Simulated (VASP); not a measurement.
# BaSc4 (Pm-3m) in VASP: a series of runs

Runs on BaSc4. Level: PBE. Tasks: single point.

Program: VASP 6.6.1. These are calculated values, not measurements. Logs are shortened: lines on timing, memory, paths and dates and some standing lists are left out, and cuts for length are marked.

### Step 1. The cell of the first run

It takes space group Pm-3m (No. 221, cubic). Conventional cell: a = 4.862 Å, b = 4.862 Å, c = 4.862 Å, α = 90.00°, β = 90.00°, γ = 90.00°. Ba (site symmetry m-3m) has 20 Sc at 3.44 to 4.21 Å within 4.5 Å. Within 3.2 Å of Sc (site symmetry 4/mmm) lie 2 Sc at 2.43 Å. Sc (site symmetry m-3m) has 6 Sc at 2.43 Å within 3.2 Å.

The cell was generated, and may not be a known phase.

### Step 2. Single point, PBE

INCAR

```
SYSTEM = BaSc4
PREC = Accurate ; ENCUT = 520
EDIFF = 1E-6 ; ISMEAR = 0
SIGMA = 0.1 ; LREAL = .False.
LASPH = .True. ; NELM = 100
ALGO = Normal ; ISIF = 2
LWAVE = .False. ; LCHARG = .True.
GGA = PE ; LELF = .True.
LVHAR = .True. ; NBANDS = 35
```

KPOINTS

```
Automatic mesh
0
Gamma
  4 4 4
  0 0 0
```

POSCAR

```
BaSc4
1.0
    4.8624251600      0.0000000000      0.0000000000
    0.0000000000      4.8624251600      0.0000000000
    0.0000000000      0.0000000000      4.8624251600
Ba Sc
1 4
Direct
    0.0000000000      0.0000000000      0.0000000000
    0.0000000000      0.5000000000      0.5000000000
    0.5000000000      0.0000000000      0.5000000000
    0.5000000000      0.5000000000      0.0000000000
    0.5000000000      0.5000000000      0.5000000000
```

Potentials or basis: VASP PAW PBE potentials, release 64 (Ba_sv, Sc_sv).

On the command line:

```
cat potpaw_PBE.64/Ba_sv/POTCAR potpaw_PBE.64/Sc_sv/POTCAR > POTCAR
mpirun -np 1 vasp_std > vasp.out
```

OUTCAR:

```text
SYSTEM = BaSc4
   PREC = Accurate
   ENCUT = 520
   EDIFF = 1E-6
   ISMEAR = 0
   LREAL = .False.
   LASPH = .True.
   NELM = 100
   ISIF = 2
   GGA = PE

 ion  position               nearest neighbor table
   1  0.000  0.000  0.000-   2 3.44   3 3.44   4 3.44   2 3.44   3 3.44   2 3.44   4 3.44   2 3.44
                             3 3.44   4 3.44   3 3.44   4 3.44
   2  0.000  0.500  0.500-   5 2.43   5 2.43   1 3.44   1 3.44   1 3.44   1 3.44
   3  0.500  0.000  0.500-   5 2.43   5 2.43   1 3.44   1 3.44   1 3.44   1 3.44
   4  0.500  0.500  0.000-   5 2.43   5 2.43   1 3.44   1 3.44   1 3.44   1 3.44
   5  0.500  0.500  0.500-   2 2.43   3 2.43   4 2.43   4 2.43   3 2.43   2 2.43

  LATTYP: Found a simple cubic cell.
 ALAT       =     4.8624251600

  Lattice vectors:

 A1 = (   4.8624251600,   0.0000000000,   0.0000000000)
 A2 = (   0.0000000000,   4.8624251600,   0.0000000000)
 A3 = (   0.0000000000,   0.0000000000,   4.8624251600)

Analysis of symmetry for initial positions (statically):
=====================================================================
 Subroutine PRICEL returns:
 Original cell was already a primitive cell.

 Routine SETGRP: Setting up the symmetry group for a
 simple cubic supercell.

 Subroutine GETGRP returns: Found 48 space group operations
 (whereof 48 operations were pure point group operations)
 out of a pool of 48 trial point group operations.

The static configuration has the point symmetry O_h .

Analysis of symmetry for dynamics (positions and initial velocities):
=====================================================================
 Subroutine PRICEL returns:
 Original cell was already a primitive cell.

 Routine SETGRP: Setting up the symmetry group for a
 simple cubic supercell.

 Subroutine GETGRP returns: Found 48 space group operations
 (whereof 48 operations were pure point group operations)
 out of a pool of 48 trial point group operations.

The dynamic configuration has the point symmetry O_h .

 Subroutine INISYM returns: Found 48 space group operations
 (whereof 48 operations are pure point group operations),
 and found     1 'primitive' translations

----------------------------------------------------------------------------------------

                                     Primitive cell

  volume of cell :     114.9632

  direct lattice vectors                    reciprocal lattice vectors
     4.862425160  0.000000000  0.000000000     0.205658692  0.000000000  0.000000000
     0.000000000  4.862425160  0.000000000     0.000000000  0.205658692  0.000000000
     0.000000000  0.000000000  4.862425160     0.000000000  0.000000000  0.205658692

  length of vectors
     4.862425160  4.862425160  4.862425160     0.205658692  0.205658692  0.205658692

  position of ions in fractional coordinates (direct lattice)
     0.000000000  0.000000000  0.000000000
     0.000000000  0.500000000  0.500000000
     0.500000000  0.000000000  0.500000000
     0.500000000  0.500000000  0.000000000
     0.500000000  0.500000000  0.500000000

  ion indices of the primitive-cell ions
   primitive index   ion index
                 1           1
                 2           2
                 3           3
                 4           4
                 5           5

----------------------------------------------------------------------------------------

 KPOINTS: Automatic mesh

Automatic generation of k-mesh.
 Grid dimensions read from file:
 generate k-points for:    4    4    4

 Generating k-lattice:

  Cartesian coordinates                     Fractional coordinates (reciprocal lattice)
     0.051414673  0.000000000  0.000000000     0.250000000  0.000000000  0.000000000
     0.000000000  0.051414673  0.000000000     0.000000000  0.250000000  0.000000000
     0.000000000  0.000000000  0.051414673     0.000000000  0.000000000  0.250000000

  Length of vectors
     0.051414673  0.051414673  0.051414673

  Shift w.r.t. Gamma in fractional coordinates (k-lattice)
     0.000000000  0.000000000  0.000000000

 Subroutine IBZKPT returns following result:
 ===========================================

 Found     10 irreducible k-points:

 Following reciprocal coordinates:
            Coordinates               Weight
  0.000000  0.000000  0.000000      1.000000
  0.250000  0.000000  0.000000      6.000000
  0.500000  0.000000  0.000000      3.000000
  0.250000  0.250000  0.000000     12.000000
  0.500000  0.250000  0.000000     12.000000
  0.500000  0.500000  0.000000      3.000000
  0.250000  0.250000  0.250000      8.000000
  0.500000  0.250000  0.250000     12.000000
  0.500000  0.500000  0.250000      6.000000
  0.500000  0.500000  0.500000      1.000000
   k-points           NKPTS =     10   k-points in BZ     NKDIM =     10   number of bands    NBANDS=     35
   number of dos      NEDOS =    301   number of ions     NIONS =      5
   total plane-waves  NPLWV =  46656
   dimension x,y,z NGX =    36 NGY =   36 NGZ =   36
   dimension x,y,z NGXF=    72 NGYF=   72 NGZF=   72
   ions per type =               1   4
   NGX,Y,Z   is equivalent  to a cutoff of  12.31, 12.31, 12.31 a.u.
   NGXF,Y,Z  is equivalent  to a cutoff of  24.62, 24.62, 24.62 a.u.
 SYSTEM =  BaSc4
   PREC   = accura    normal or accurate (medium, high low for compatibility)
   ISTART =      0    job   : 0-new  1-cont  2-samecut
   ICHARG =      2    charge: 1-file 2-atom 10-const
   ISPIN  =      1    spin polarized calculation?
   LNONCOLLINEAR =      F non collinear calculations
   LSORBIT =      F    spin-orbit coupling
   LASPH  =      T    aspherical Exc in radial PAW
   ENCUT  =  520.0 eV  38.22 Ry    6.18 a.u.   9.04  9.04  9.04*2*pi/ulx,y,z
   NELM   =    100;   NELMIN=  2; NELMDL= -5     # of ELM steps
   EDIFF  = 0.1E-05   stopping-criterion for ELM
   LREAL  =      F    real-space projection
   EDIFFG = 0.1E-04   stopping-criterion for IOM
   NSW    =      0    number of steps for IOM
   IBRION =     -1    ionic relax: 0-MD 1-quasi-New 2-CG
   NFREE  =      0    steps in history (QN), initial steepest desc. (CG)
   ISIF   =      2    stress and relaxation
   ISYM   =      2    0-nonsym 1-usesym 2-fastsym
   POTIM  = 0.5000    time-step for ionic-motion
   TEBEG  =    0.0;   TEEND  =   0.0 temperature during run
   PSTRESS=    0.0 pullay stress
   NELECT =      54.0000    total number of electrons
   NUPDOWN=      -1.0000    fix difference up-down
   EMIN   =  10.00;   EMAX   =-10.00  energy-range for DOS
   EFERMI =   0.00;   METHOD = LEGACY
   ISMEAR =     0;   SIGMA  =   0.10  broadening in eV -4-tet -1-fermi 0-gaus
   EFERMI_NEDOS =   21; number of points for ismear=-14 and -15
   IALGO  =     38    algorithm
   IMIX   =      4    mixing-type and parameters
     AMIX     =   0.40;   BMIX     =  1.00
     AMIX_MAG =   1.60;   BMIX_MAG =  1.00
  volume/ion in A,a.u.               =      22.99       155.16
  Fermi-wavevector in a.u.,A,eV,Ry     =   1.272584  2.404835 22.034230  1.619470
  Thomas-Fermi vector in A             =   2.405454
   LORBIT       =      0    0 simple, 1 ext, 2 COOP (PROOUT), +10 PAW based schemes
   GGA     = PE    functional components
   LHFCALC =     F    Hartree Fock is set to
   AEXX    =    0.0000 exact exchange contribution
   IVDW    =     0    specifies the selected vdW correction
   LEPSILON=     F    determine dielectric tensor
   LRPA    =     F    only Hartree local field effects (RPA)
 non-spin polarized calculation
 Gauss-broadening in eV      SIGMA  =   0.10
  energy-cutoff  :      520.00
  volume of cell :      114.96
 maximum number of plane-waves:      3136
   NGX = 19   NGY = 19   NGZ = 19

 number of electron      54.0000000 magnetization

 Free energy of the ion-electron system (eV)
  ---------------------------------------------------
  ext. energy  EPLUGINS =         0.00000000
  ---------------------------------------------------
  free energy    TOTEN  =       -21.87436334 eV

  energy without entropy =      -21.83515990  energy(sigma->0) =      -21.85476162

 E-fermi :   4.5670     XC(G=0): -10.2988

 val. band max:        4.5525989038   @ k =   0.5000   0.5000   0.0000
 cond. band min:       4.5923764088   @ k =   0.5000   0.0000   0.0000
 fundamental gap:      0.0397775050
 Fermi energy:         4.5669514373

 k-point     1 :       0.0000    0.0000    0.0000
  band No.  band energies     occupation
      1     -44.8311      2.00000
      2     -44.6912      2.00000
      3     -44.6912      2.00000
      4     -43.2507      2.00000
      5     -24.2232      2.00000
      6     -24.2232      2.00000
[... 27 lines left out ...]
     34       7.0066      0.00000
     35       7.0066      0.00000

 k-point     2 :       0.2500    0.0000    0.0000
  band No.  band energies     occupation
      1     -44.8108      2.00000
      2     -44.6969      2.00000
      3     -44.6912      2.00000
      4     -43.2710      2.00000
      5     -24.2128      2.00000
      6     -24.2128      2.00000
[... 27 lines left out ...]
     34       6.3599      0.00000
     35       6.3599      0.00000

 k-point     3 :       0.5000    0.0000    0.0000
  band No.  band energies     occupation
      1     -44.7871      2.00000
      2     -44.7055      2.00000
      3     -44.6911      2.00000
      4     -43.2917      2.00000
      5     -24.2023      2.00000
      6     -24.2023      2.00000
[... 27 lines left out ...]
     34       6.6460      0.00000
     35       6.8152      0.00000
[... 191 lines left out ...]
 k-point     9 :       0.5000    0.5000    0.2500
  band No.  band energies     occupation
      1     -44.7233      2.00000
      2     -44.7054      2.00000
      3     -44.7054      2.00000
      4     -43.3583      2.00000
      5     -23.9124      2.00000
      6     -23.5413      2.00000
[... 27 lines left out ...]
     34       6.5090      0.00000
     35       6.5254      0.00000

 k-point    10 :       0.5000    0.5000    0.5000
  band No.  band energies     occupation
      1     -44.7054      2.00000
      2     -44.7054      2.00000
      3     -44.7054      2.00000
      4     -43.3819      2.00000
      5     -23.5808      2.00000
      6     -23.4692      2.00000
[... 27 lines left out ...]
     34       6.3756      0.00000
     35       6.4902      0.00000

------------------------ aborting loop because EDIFF is reached ----------------------------------------

  FORCE on cell =-STRESS in cart. coord.  units (eV):
  Direction    XX          YY          ZZ          XY          YZ          ZX
  --------------------------------------------------------------------------------------
  -------------------------------------------------------------------------------------
  Total       12.7719793     12.7719793     12.7719793     -0.0000000     -0.0000000     -0.0000000
  in kB      177.9959004    177.9959004    177.9959004     -0.0000000     -0.0000000     -0.0000000
  external PRESSURE =     177.9959004 kB  Pullay stress =       0.0000000 kB

 VOLUME and BASIS-vectors are now :
 -----------------------------------------------------------------------------
  energy-cutoff  :      520.00
  volume of cell :      114.96
      direct lattice vectors                 reciprocal lattice vectors
     4.862425160  0.000000000  0.000000000     0.205658692  0.000000000  0.000000000
     0.000000000  4.862425160  0.000000000     0.000000000  0.205658692  0.000000000
     0.000000000  0.000000000  4.862425160     0.000000000  0.000000000  0.205658692

 POSITION                                       TOTAL-FORCE (eV/Angst)
 -----------------------------------------------------------------------------------
      0.00000      0.00000      0.00000         0.000000      0.000000      0.000000
      0.00000      2.43121      2.43121         0.000000      0.000000      0.000000
      2.43121      0.00000      2.43121         0.000000      0.000000      0.000000
      2.43121      2.43121      0.00000         0.000000      0.000000      0.000000
      2.43121      2.43121      2.43121         0.000000      0.000000      0.000000
 -----------------------------------------------------------------------------------
    total drift:                                0.000000      0.000000      0.000000

  FREE ENERGIE OF THE ION-ELECTRON SYSTEM (eV)
  ---------------------------------------------------
  free  energy   TOTEN  =       -21.8743633381 eV

  energy  without entropy=      -21.8351599044  energy(sigma->0) =      -21.85476162
```

It took 38 s on 1 thread of Intel Xeon Platinum 8259CL at 2.50GHz (Skylake/Cascade Lake), shared host; peak memory 0.21 GiB.

Results:

```yaml
Free_energy: -21.8744 eV
Pressure: 17.8 GPa
Band_gap_on_the_k_mesh: zero (bands 27 and 28 overlap by 0.65 eV)
```

Levels at points of the mesh, in eV from the Fermi level:
```csv
k point,band 25,band 26,band 27,band 28,band 29,band 30
"(0.00, 0.00, 0.00)",-1.76,-1.76,-0.37,-0.37,-0.19,1.25
"(0.50, 0.00, 0.00)",-0.96,-0.80,-0.46,0.03,0.03,0.21
"(0.50, 0.50, 0.00)",-0.81,-0.81,-0.01,0.07,0.74,0.74
"(0.50, 0.50, 0.50)",0.28,0.28,0.28,0.68,1.12,1.12
```

Caveat: the cell stands under pressure; spin-orbit coupling is left out, which moves the levels of the heavy elements.

### Step 3. Single point, PBE, collinear spin

This run uses another cell than the first one, of 32.86 Å³/atom.

INCAR

```
PREC = Accurate ; ENCUT = 520
EDIFF = 1E-7 ; ISMEAR = 0
SIGMA = 0.1 ; LREAL = False
LASPH = True ; NELM = 150
ALGO = Normal ; ISIF = 2
LWAVE = False ; LCHARG = False
ISPIN = 2 ; MAGMOM = 0 1 1 1 1
LORBIT = 11 ; LMAXMIX = 4
GGA = PE ; NBANDS = 39
```

KPOINTS

```
Automatic mesh
0
Gamma
  4 4 4
```

POSCAR, as its differences from that of step 2:

```diff
@@ -2,5 +2,5 @@
 1.0
-    4.8624251600      0.0000000000      0.0000000000
-    0.0000000000      4.8624251600      0.0000000000
-    0.0000000000      0.0000000000      4.8624251600
+    5.4770907921      0.0000000000      0.0000000000
+    0.0000000000      5.4770907921      0.0000000000
+    0.0000000000      0.0000000000      5.4770907921
 Ba Sc
```

Potentials or basis: VASP PAW PBE potentials, release 64 (Ba_sv, Sc_sv).

On the command line:

```
cat potpaw_PBE.64/Ba_sv/POTCAR potpaw_PBE.64/Sc_sv/POTCAR > POTCAR
mpirun -np 1 vasp_std > vasp.out
```

It took 2.6 min on 1 thread of Intel Xeon Platinum 8259CL at 2.50GHz (Skylake/Cascade Lake), shared host; peak memory 0.37 GiB.

It converged, with:

* Free energy: -24.1288 eV
* Pressure: 0.5 GPa
* Band gap on the k mesh: zero (filled and empty bands overlap)
* Net moment: 0.00 μB per cell
* Valence electrons inside the program's atomic spheres: Ba 7.92; Sc 9.32, 9.77 (each value once)

Levels at points of the mesh, in eV from the Fermi level:
Spin up:
```csv
k point,band 24,band 25,band 26,band 27,band 28,band 29,band 30,band 31
"(0.00, 0.00, 0.00)",-1.08,-1.08,-1.08,-0.49,-0.05,-0.05,1.11,1.11
"(0.50, 0.00, 0.00)",-0.49,-0.49,-0.28,-0.24,0.01,0.01,0.09,0.64
"(0.50, 0.50, 0.00)",-1.18,-0.61,-0.61,0.05,0.20,0.67,0.67,0.94
"(0.50, 0.50, 0.50)",-0.61,-0.27,-0.07,-0.07,-0.07,1.01,1.01,1.01
```
Spin down:
```csv
k point,band 25,band 26,band 27,band 28,band 29,band 30
"(0.00, 0.00, 0.00)",-1.08,-1.08,-0.49,-0.05,-0.05,1.11
"(0.50, 0.00, 0.00)",-0.49,-0.28,-0.24,0.01,0.01,0.09
"(0.50, 0.50, 0.00)",-0.61,-0.61,0.05,0.20,0.67,0.67
"(0.50, 0.50, 0.50)",-0.27,-0.07,-0.07,-0.07,1.01,1.01
```

Caveat: spin-orbit coupling is left out, which moves the levels of the heavy elements.

The gap in the log of VASP goes by the Fermi energy; the results here count the filled bands.